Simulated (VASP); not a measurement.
# Sn (R-3m) in VASP: a series of runs, part 2 of 2

VASP 6.6.1. Earlier steps stand in the parts before.

## (3) Single point, PBEsol (shortest bond scaled by 0.82)

INCAR reads:

```
SYSTEM = Sn
PREC     = Accurate       ! precision mode
ENCUT    = 520            ! plane-wave cutoff, eV
EDIFF    = 1E-7           ! SCF threshold, eV
ISMEAR   = -1             ! smearing method
SIGMA    = 0.05           ! smearing width, eV
LREAL    = .False.        ! projectors in reciprocal space
LASPH    = .True.         ! aspherical terms in the spheres
NELM     = 60             ! most SCF steps
ALGO     = Normal         ! electronic algorithm
ISIF     = 2              ! what is computed and relaxed
LWAVE    = .False.        ! write WAVECAR
LCHARG   = .False.        ! write CHGCAR
GGA      = PS             ! functional
NBANDS   = 21             ! bands
```

KPOINTS reads:

```
regular mesh
0
Gamma
  8 8 8
  0 0 0
```

POSCAR reads:

```
Sn
1.0
    0.0000000000      3.2710663102      3.2710663102
    3.2710663102      0.0000000000      3.2710663102
    3.2710663102      3.2710663102      0.0000000000
Sn
2
Direct
   -0.1925000000     -0.1025000000     -0.1025000000
    0.1925000000      0.1025000000      0.1025000000
```

Potentials or basis: VASP PAW PBE potentials, release 64 (Sn_d).

Launch:

```console
cat potpaw_PBE.64/Sn_d/POTCAR > POTCAR
mpirun -np 1 vasp_std > vasp.out
```

OUTCAR:

```text
SYSTEM = Sn
   PREC = Accurate
   ENCUT = 520
   EDIFF = 1E-7
   ISMEAR = -1
   LREAL = .False.
   LASPH = .True.
   NELM = 60
   ISIF = 2
   GGA = PS

 ion  position               nearest neighbor table
   1  0.807  0.898  0.898-   2 2.32   2 3.04   2 3.04   2 3.04
   2  0.193  0.102  0.102-   1 2.32   1 3.04   1 3.04   1 3.04

  LATTYP: Found a face centered cubic cell.
 ALAT       =     6.5421326204

  Lattice vectors:

 A1 = (   0.0000000000,   3.2710663102,   3.2710663102)
 A2 = (   3.2710663102,   0.0000000000,   3.2710663102)
 A3 = (   3.2710663102,   3.2710663102,   0.0000000000)

Analysis of symmetry for initial positions (statically):
=====================================================================
 Subroutine PRICEL returns:
 Original cell was already a primitive cell.

 Routine SETGRP: Setting up the symmetry group for a
 face centered cubic supercell.

 Subroutine GETGRP returns: Found 12 space group operations
 (whereof  4 operations were pure point group operations)
 out of a pool of 48 trial point group operations.

[... 152 lines left out ...]
   NGX = 17   NGY = 17   NGZ = 17

 number of electron      28.0000005 magnetization

 Free energy of the ion-electron system (eV)
  ---------------------------------------------------
  ext. energy  EPLUGINS =         0.00000000
  ---------------------------------------------------
  free energy    TOTEN  =        -6.93230112 eV

  energy without entropy =       -6.92726662  energy(sigma->0) =       -6.92978387

 E-fermi :   5.2594     XC(G=0):  -8.9779

 val. band max:        5.2316629662   @ k =   0.3750   0.3750   0.0000
 cond. band min:       5.2800749324   @ k =   0.0000   0.3750   0.0000
 fundamental gap:      0.0484119662
 Fermi energy:         5.2594138347

 k-point     1 :       0.0000    0.0000    0.0000
  band No.  band energies     occupation
      1     -17.2667      2.00000
      2     -16.7133      2.00000
      3     -16.7133      2.00000
      4     -16.4488      2.00000
      5     -16.4488      2.00000
      6     -16.2713      2.00000
[... 565 lines left out ...]
     20      12.1014      0.00000
     21      13.9489      0.00000

 [... further k-points ...]
[... 5 lines left out ...]
  --------------------------------------------------------------------------------------
  -------------------------------------------------------------------------------------
  Total        3.0753352      3.0753352      3.0753352     -4.9394953      4.9394953     -4.9394953
  in kB       70.3890326     70.3890326     70.3890326   -113.0563905    113.0563905   -113.0563905
  external PRESSURE =      70.3890326 kB  Pullay stress =       0.0000000 kB

 VOLUME and BASIS-vectors are now :
 -----------------------------------------------------------------------------
  energy-cutoff  :      520.00
  volume of cell :       70.00
      direct lattice vectors                 reciprocal lattice vectors
     0.000000000  3.271066310  3.271066310    -0.152855354  0.152855354  0.152855354
     3.271066310  0.000000000  3.271066310     0.152855354 -0.152855354  0.152855354
     3.271066310  3.271066310  0.000000000     0.152855354  0.152855354 -0.152855354

 POSITION                                       TOTAL-FORCE (eV/Angst)
 -----------------------------------------------------------------------------------
      5.87156      5.57717      5.57717        -4.330283      4.330283      4.330283
      0.67057      0.96496      0.96496         4.330283     -4.330283     -4.330283
 -----------------------------------------------------------------------------------
    total drift:                                0.000000      0.000000      0.000000

  FREE ENERGIE OF THE ION-ELECTRON SYSTEM (eV)
  ---------------------------------------------------
  free  energy   TOTEN  =        -6.9323011182 eV

  energy  without entropy=       -6.9272666197  energy(sigma->0) =       -6.92978387
```

It took 72 s on 1 thread of Intel Xeon 8259CL, shared host; peak memory 0.24 GiB.

Results:

```yaml
Free_energy: -6.9323 eV
Pressure: 7.0 GPa
Largest_force: 7.500 eV/Å
Band_gap_on_the_k_mesh: zero (bands 14 and 15 overlap by 1.25 eV)
```

Forces in eV/Å, atoms in the order of the input:
```
Sn  -4.330  4.330  4.330
Sn   4.330 -4.330 -4.330
```

Caveat: the cell differs from its parent crystal (shortest bond scaled by 0.82); the cell stands under pressure; the PAW data sets were made with another functional, which shifts forces and pressure a little; spin-orbit coupling is left out, which moves the levels of the heavy elements.

## (4) Single point, PBEsol (shortest bond scaled by 0.76)

INCAR reads:

```
SYSTEM = Sn
PREC = Accurate
ENCUT = 520
EDIFF = 1E-7
ISMEAR = -1
SIGMA = 0.05
LREAL = .FALSE.
LASPH = .TRUE.
NELM = 80
ALGO = Normal
ISIF = 2
LWAVE = .FALSE.
LCHARG = .FALSE.
GGA = PS
NBANDS = 21
```

KPOINTS reads:

```
regular mesh
0
G
  8 8 8
  0 0 0
```

POSCAR reads:

```
Sn
1.0
    0.0000000000      3.2710663102      3.2710663102
    3.2710663102      0.0000000000      3.2710663102
    3.2710663102      3.2710663102      0.0000000000
Sn
2
Direct
   -0.2150000000     -0.0950000000     -0.0950000000
    0.2150000000      0.0950000000      0.0950000000
```

Launch:

```console
cat potpaw_PBE.64/Sn_d/POTCAR > POTCAR
mpirun -np 1 vasp_std > vasp.out
```

Wall time 79 s (1 thread of Intel Xeon 8259CL, shared host); peak memory 0.24 GiB.

The run converged. Its results:

```
Free energy            : -5.1906 eV
Pressure               : 15.4 GPa
Largest force          : 13.604 eV/Å
Band gap on the k mesh : zero (bands 14 and 15 overlap by 1.22 eV)
```

Forces on the atoms (eV/Å):
```
Sn  -7.854  7.854  7.854
Sn   7.854 -7.854 -7.854
```

Stress tensor (GPa, compression positive):
```
 15.45 -20.23 -20.23
-20.23  15.45  20.23
-20.23  20.23  15.45
```

Levels at points of the mesh, in eV from the Fermi level:
```
           k point  band 10  band 11  band 12  band 13  band 14  band 15  band 16  band 17  band 18  band 19
(0.00, 0.00, 0.00)   -20.94   -10.72    -1.47    -0.68     0.89     0.89     1.71     1.71     4.58     4.90
(0.50, 0.00, 0.00)   -20.86    -8.78    -7.43    -1.09    -1.09     1.40     4.01     4.01     6.22     6.61
(0.00, 0.50, 0.00)   -20.91    -9.68    -5.24    -1.61    -0.59     0.58     1.13     5.04     5.38     7.53
(0.50, 0.50, 0.00)   -20.88    -9.00    -6.15    -2.16    -1.86    -0.33     1.69     7.20     7.55     8.63
```

Caveat: the cell differs from its parent crystal (shortest bond scaled by 0.76); the cell stands under pressure; the PAW data sets were made with another functional, which shifts forces and pressure a little; spin-orbit coupling is left out, which moves the levels of the heavy elements.

## (5) Overview

```csv
cell,gap on the mesh (eV),pressure (GPa),largest force (eV/Å)
"as given, shortest bond scaled by 0.88",none,2.6,3.95
"as given, shortest bond scaled by 0.82",none,7.0,7.50
"as given, shortest bond scaled by 0.76",none,15.4,13.60
```

Some of these runs hold the atoms at other places in the same cell, which the table doesn't show; runs alike in all that it shows share one row.

Alike in all rows: task single point; level PBEsol; potentials or basis VASP PAW PBE potentials, release 64 (Sn_d); no spin polarisation; k mesh 8 × 8 × 8; cutoff (eV) 520; smearing fermi-dirac 0.05 eV.

Caveats: the PAW data sets were made with another functional, which shifts forces and pressure a little; spin-orbit coupling is left out, which moves the levels of the heavy elements; the cell stands under pressure (at least some runs).

Absolute energies hang on the potentials; compare differences alone.
